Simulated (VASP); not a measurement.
# Sr3Ag (Pm-3m) in VASP: a series of runs

Runs on Sr3Ag. Level: PBE. Tasks: single point.

Everything below comes from runs of VASP 6.6.1. Logs are shortened: lines on timing, memory, paths and dates and some standing lists are left out, and cuts for length are marked.

**1. The cell of the first run**

The structure is cubic, space group Pm-3m (No. 221). Conventional cell: a = 5.581 Å, b = 5.581 Å, c = 5.581 Å, α = 90.00°, β = 90.00°, γ = 90.00°. Within 5.2 Å of Sr (site symmetry 4/mmm) lie 8 Sr at 3.95 Å and 4 Ag at 3.95 Å. Within 5.2 Å of Ag (site symmetry m-3m) lie 12 Sr at 3.95 Å.

**2. Single point, PBE**

Contents of INCAR:

```
SYSTEM = Sr3Ag
PREC = Accurate
ENCUT = 520
EDIFF = 1E-7
ISMEAR = 1
SIGMA = 0.1
LREAL = .False.
LASPH = .True.
NELM = 60
ALGO = Normal
ISIF = 2
LWAVE = .False.
LCHARG = .False.
GGA = PE
NBANDS = 28
```

Contents of KPOINTS:

```
Automatic mesh
0
Gamma
  4 4 4
  0 0 0
```

Contents of POSCAR:

```
Sr3Ag
1.0
    5.5809053457      0.0000000000      0.0000000000
    0.0000000000      5.5809053457      0.0000000000
    0.0000000000      0.0000000000      5.5809053457
Sr Ag
3 1
Direct
    0.0000000000      0.5000000000      0.5000000000
    0.5000000000      0.0000000000      0.5000000000
    0.5000000000      0.5000000000      0.0000000000
    0.0000000000      0.0000000000      0.0000000000
```

Potentials or basis: VASP PAW PBE potentials, release 64 (Sr_sv, Ag).

The run is started by

```sh
> cat potpaw_PBE.64/Sr_sv/POTCAR potpaw_PBE.64/Ag/POTCAR > POTCAR
> mpirun -np 1 vasp_std > vasp.out
```

OUTCAR:

```text
SYSTEM = Sr3Ag
   PREC = Accurate
   ENCUT = 520
   EDIFF = 1E-7
   ISMEAR = 1
   LREAL = .False.
   LASPH = .True.
   NELM = 60
   ISIF = 2
   GGA = PE

 ion  position               nearest neighbor table
   1  0.000  0.500  0.500-   2 3.95   3 3.95   4 3.95   3 3.95   4 3.95   2 3.95   4 3.95   4 3.95
                             2 3.95   3 3.95   3 3.95   2 3.95
   2  0.500  0.000  0.500-   1 3.95   3 3.95   4 3.95   3 3.95   4 3.95   1 3.95   3 3.95   3 3.95
                             1 3.95   4 3.95   4 3.95   1 3.95
   3  0.500  0.500  0.000-   1 3.95   2 3.95   4 3.95   1 3.95   2 3.95   2 3.95   4 3.95   2 3.95
                             1 3.95   4 3.95   1 3.95   4 3.95
   4  0.000  0.000  0.000-   1 3.95   2 3.95   3 3.95   1 3.95   2 3.95   1 3.95   3 3.95   1 3.95
                             2 3.95   3 3.95   2 3.95   3 3.95

  LATTYP: Found a simple cubic cell.
 ALAT       =     5.5809053457

  Lattice vectors:

 A1 = (   5.5809053457,   0.0000000000,   0.0000000000)
 A2 = (   0.0000000000,   5.5809053457,   0.0000000000)
 A3 = (   0.0000000000,   0.0000000000,   5.5809053457)

Analysis of symmetry for initial positions (statically):
=====================================================================
 Subroutine PRICEL returns:
 Original cell was already a primitive cell.

 Routine SETGRP: Setting up the symmetry group for a
 simple cubic supercell.

 Subroutine GETGRP returns: Found 48 space group operations
 (whereof 48 operations were pure point group operations)
 out of a pool of 48 trial point group operations.

The static configuration has the point symmetry O_h .

Analysis of symmetry for dynamics (positions and initial velocities):
=====================================================================
 Subroutine PRICEL returns:
 Original cell was already a primitive cell.

 Routine SETGRP: Setting up the symmetry group for a
 simple cubic supercell.

 Subroutine GETGRP returns: Found 48 space group operations
 (whereof 48 operations were pure point group operations)
 out of a pool of 48 trial point group operations.

The dynamic configuration has the point symmetry O_h .

 Subroutine INISYM returns: Found 48 space group operations
 (whereof 48 operations are pure point group operations),
 and found     1 'primitive' translations

----------------------------------------------------------------------------------------

                                     Primitive cell

[... 79 lines left out ...]
   EDIFF  = 0.1E-06   stopping-criterion for ELM
   LREAL  =      F    real-space projection
   EDIFFG = 0.1E-05   stopping-criterion for IOM
   NSW    =      0    number of steps for IOM
   IBRION =     -1    ionic relax: 0-MD 1-quasi-New 2-CG
   NFREE  =      0    steps in history (QN), initial steepest desc. (CG)
   ISIF   =      2    stress and relaxation
   ISYM   =      2    0-nonsym 1-usesym 2-fastsym
   POTIM  = 0.5000    time-step for ionic-motion
   TEBEG  =    0.0;   TEEND  =   0.0 temperature during run
   PSTRESS=    0.0 pullay stress
   NELECT =      41.0000    total number of electrons
   NUPDOWN=      -1.0000    fix difference up-down
   EMIN   =  10.00;   EMAX   =-10.00  energy-range for DOS
   EFERMI =   0.00;   METHOD = LEGACY
   ISMEAR =     1;   SIGMA  =   0.10  broadening in eV -4-tet -1-fermi 0-gaus
   EFERMI_NEDOS =   21; number of points for ismear=-14 and -15
   IALGO  =     38    algorithm
   IMIX   =      4    mixing-type and parameters
     AMIX     =   0.40;   BMIX     =  1.00
     AMIX_MAG =   1.60;   BMIX_MAG =  1.00
  volume/ion in A,a.u.               =      43.46       293.26
  Fermi-wavevector in a.u.,A,eV,Ry     =   1.011497  1.911453 13.920489  1.023127
  Thomas-Fermi vector in A             =   2.144551
   LORBIT       =      0    0 simple, 1 ext, 2 COOP (PROOUT), +10 PAW based schemes
   GGA     = PE    functional components
   LHFCALC =     F    Hartree Fock is set to
   AEXX    =    0.0000 exact exchange contribution
   IVDW    =     0    specifies the selected vdW correction
   LEPSILON=     F    determine dielectric tensor
   LRPA    =     F    only Hartree local field effects (RPA)
 non-spin polarized calculation
 Methfessel and Paxton  Order N= 1 SIGMA  =   0.10
  energy-cutoff  :      520.00
  volume of cell :      173.83
 maximum number of plane-waves:      4713
 NGX is ok and might be reduce to    42
   NGX = 21   NGY = 21   NGZ = 21

 number of electron      40.9999995 magnetization

 Free energy of the ion-electron system (eV)
  ---------------------------------------------------
  ext. energy  EPLUGINS =         0.00000000
  ---------------------------------------------------
  free energy    TOTEN  =        -7.55809708 eV

  energy without entropy =       -7.55729965  energy(sigma->0) =       -7.55783127

 E-fermi :   2.3459     XC(G=0):  -7.9943

 val. band max:        2.1089085035   @ k =   0.5000   0.2500   0.0000
 cond. band min:       2.3721553921   @ k =   0.5000   0.2500   0.2500
 fundamental gap:      0.2632468886
 Fermi energy:         2.3458708437

 k-point     1 :       0.0000    0.0000    0.0000
  band No.  band energies     occupation
      1     -34.2593      2.00000
      2     -34.2197      2.00000
      3     -34.2197      2.00000
      4     -16.3801      2.00000
      5     -16.3801      2.00000
      6     -16.3801      2.00000
[... 299 lines left out ...]
     27       4.6802      0.00000
     28       4.6802      0.00000

------------------------ aborting loop because EDIFF is reached ----------------------------------------

  FORCE on cell =-STRESS in cart. coord.  units (eV):
  Direction    XX          YY          ZZ          XY          YZ          ZX
  --------------------------------------------------------------------------------------
  -------------------------------------------------------------------------------------
  Total       -0.8060078     -0.8060078     -0.8060078     -0.0000000      0.0000000     -0.0000000
  in kB       -7.4290943     -7.4290943     -7.4290943     -0.0000000      0.0000000     -0.0000000
  external PRESSURE =      -7.4290943 kB  Pullay stress =       0.0000000 kB

 VOLUME and BASIS-vectors are now :
 -----------------------------------------------------------------------------
  energy-cutoff  :      520.00
  volume of cell :      173.83
      direct lattice vectors                 reciprocal lattice vectors
     5.580905346  0.000000000  0.000000000     0.179182397  0.000000000  0.000000000
     0.000000000  5.580905346  0.000000000     0.000000000  0.179182397  0.000000000
     0.000000000  0.000000000  5.580905346     0.000000000  0.000000000  0.179182397

 POSITION                                       TOTAL-FORCE (eV/Angst)
 -----------------------------------------------------------------------------------
      0.00000      2.79045      2.79045         0.000000      0.000000      0.000000
      2.79045      0.00000      2.79045         0.000000      0.000000      0.000000
      2.79045      2.79045      0.00000         0.000000      0.000000      0.000000
      0.00000      0.00000      0.00000         0.000000      0.000000      0.000000
 -----------------------------------------------------------------------------------
    total drift:                                0.000000     -0.000000     -0.000000

  FREE ENERGIE OF THE ION-ELECTRON SYSTEM (eV)
  ---------------------------------------------------
  free  energy   TOTEN  =        -7.5580970847 eV

  energy  without entropy=       -7.5572996474  energy(sigma->0) =       -7.55783127
```

Run time: 44 s. Hardware: 1 thread of Intel Xeon Platinum 8375C at 2.90GHz (Ice Lake), shared host; peak memory 0.26 GiB.

Results:

- Free energy: -7.5581 eV
- Pressure: -0.7 GPa
- Band gap on the k mesh: zero (an odd number of electrons rules out a gap without spin polarisation)

**3. Single point, PBE**

This run uses another cell than the first one, of 44.49 Å³/atom.

Contents of INCAR:

```
SYSTEM = Sr3Ag
PREC     = Accurate       ! precision mode
ENCUT    = 520            ! plane-wave cutoff, eV
EDIFF    = 1E-6           ! SCF threshold, eV
ISMEAR   = 1              ! smearing method
SIGMA    = 0.1            ! smearing width, eV
LREAL    = .False.        ! projectors in reciprocal space
LASPH    = .True.         ! aspherical terms in the spheres
NELM     = 80             ! most SCF steps
ALGO     = Normal         ! electronic algorithm
ISIF     = 2              ! what is computed and relaxed
LWAVE    = .False.        ! write WAVECAR
LCHARG   = .False.        ! write CHGCAR
GGA      = PE             ! functional
NBANDS   = 28             ! bands
```

Contents of KPOINTS:

```
regular mesh
0
Gamma
  4 4 4
  0 0 0
```

Contents of POSCAR:

```
Sr3Ag
1.0
    5.6248512917      0.0000000000      0.0000000000
    0.0000000000      5.6248512917      0.0000000000
    0.0000000000      0.0000000000      5.6248512917
Sr Ag
3 1
Direct
    0.0000000000      0.5000000000      0.5000000000
    0.5000000000      0.0000000000      0.5000000000
    0.5000000000      0.5000000000      0.0000000000
    0.0000000000      0.0000000000      0.0000000000
```

Potentials or basis: VASP PAW PBE potentials, release 64 (Sr_sv, Ag).

The run is started by

```sh
> cat potpaw_PBE.64/Sr_sv/POTCAR potpaw_PBE.64/Ag/POTCAR > POTCAR
> mpirun -np 1 vasp_std > vasp.out
```

Run time: 38 s. Hardware: 1 thread of Intel Xeon Platinum 8375C at 2.90GHz (Ice Lake), shared host; peak memory 0.27 GiB.

It converged, with:

```
Free energy            : -7.5355 eV
Pressure               : -1.0 GPa
Band gap on the k mesh : zero (an odd number of electrons rules out a gap without spin polarisation)
```

Levels at points of the mesh, in eV from the Fermi level:
```csv
k point,band 17,band 18,band 19,band 20,band 21,band 22,band 23,band 24
"(0.00, 0.00, 0.00)",-4.01,-4.01,-1.38,0.33,0.33,0.79,0.79,0.79
"(0.50, 0.00, 0.00)",-3.99,-2.86,-2.52,-0.22,0.51,0.51,1.01,1.33
"(0.50, 0.50, 0.00)",-3.93,-2.20,-1.35,-1.35,-0.95,0.57,0.91,1.24
"(0.50, 0.50, 0.50)",-3.94,-2.23,-0.58,-0.58,-0.58,0.19,0.19,0.19
```

**4. Single point, PBE**

This run uses another cell than the first one, of 45.53 Å³/atom.

Contents of INCAR:

```
SYSTEM = Sr3Ag
PREC = Accurate ; ENCUT = 520
EDIFF = 1E-7 ; ISMEAR = 1
SIGMA = 0.1 ; LREAL = .False.
LASPH = .True. ; NELM = 60
ALGO = Normal ; ISIF = 2
LWAVE = .False. ; LCHARG = .False.
GGA = PE ; NBANDS = 28
```

KPOINTS is that of step 3.

Contents of POSCAR:

```
Sr3Ag
1.0
    5.6681210790      0.0000000000      0.0000000000
    0.0000000000      5.6681210790      0.0000000000
    0.0000000000      0.0000000000      5.6681210790
Sr Ag
3 1
Direct
    0.0000000000      0.5000000000      0.5000000000
    0.5000000000      0.0000000000      0.5000000000
    0.5000000000      0.5000000000      0.0000000000
    0.0000000000      0.0000000000      0.0000000000
```

The run is started by

```sh
> cat potpaw_PBE.64/Sr_sv/POTCAR potpaw_PBE.64/Ag/POTCAR > POTCAR
> mpirun -np 1 vasp_std > vasp.out
```

Run time: 45 s. Hardware: 1 thread of Intel Xeon Platinum 8375C at 2.90GHz (Ice Lake), shared host; peak memory 0.27 GiB.

The run converged. Its results:

* Free energy: -7.5057 eV
* Pressure: -1.3 GPa
* Band gap on the k mesh: zero (an odd number of electrons rules out a gap without spin polarisation)

Levels at points of the mesh, in eV from the Fermi level:
```tsv
k point	band 18	band 19	band 20	band 21	band 22	band 23
(0.00, 0.00, 0.00)	-3.97	-1.34	0.33	0.33	0.80	0.80
(0.50, 0.00, 0.00)	-2.83	-2.51	-0.19	0.52	0.52	1.02
(0.50, 0.50, 0.00)	-2.17	-1.35	-1.35	-0.98	0.59	0.90
(0.50, 0.50, 0.50)	-2.19	-0.59	-0.59	-0.59	0.18	0.18
```

**5. The runs side by side**

```csv
cell,gap on the mesh (eV),pressure (GPa)
"a = 5.581 Å, 4 atoms",none,-0.7
"a = 5.625 Å, 4 atoms",none,-1.0
"a = 5.668 Å, 4 atoms",none,-1.3
```

Alike in all rows: task single point; level PBE; potentials or basis VASP PAW PBE potentials, release 64 (Sr_sv, Ag); no spin polarisation; k mesh 4 × 4 × 4; cutoff (eV) 520; smearing methfessel-paxton 0.1 eV.

Total energies depend on the potentials used, so only differences within one code and one set of settings carry meaning.
